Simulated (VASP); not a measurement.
P: single point with PBE

P:

```
P
1.0
     0.00000    1.64165    1.64165
     1.64165    0.00000    1.64165
     1.64165    1.64165    0.00000
P
1
Direct
  0.00000 0.00000 0.00000
```

| Property | Result |
| --- | --- |
| Program | VASP 6.6.1 |
| Task | single point |
| Functional | PBE |
| Potentials or basis | VASP PAW PBE potentials, release 64 (P) |
| Cutoff | 520 eV |
| k mesh | 20 × 20 × 20 |
| Occupations | fermi-dirac, width 0.08 eV |
| Spin | no spin polarisation |
| Dipole correction | no |
| Further INCAR settings | ALGO = Normal; EDIFF = 1e-07; NBANDS = 8 |

* Pressure: 118.4 GPa

Levels at points of the mesh, in eV from the Fermi level:
```tsv
k point	band 1	band 2	band 3	band 4	band 5	band 6
(0.00, 0.00, 0.00)	-22.70	12.51	12.51	12.51	12.68	12.68
(0.50, 0.00, 0.00)	-13.00	-12.91	8.96	8.96	11.07	11.07
(0.50, 0.50, 0.00)	-10.68	-8.68	1.31	1.31	2.16	6.96
```

Run time: 10 s on 1 thread of AMD EPYC 9R14 (Zen 4), on a shared host, peak memory 0.09 GiB.
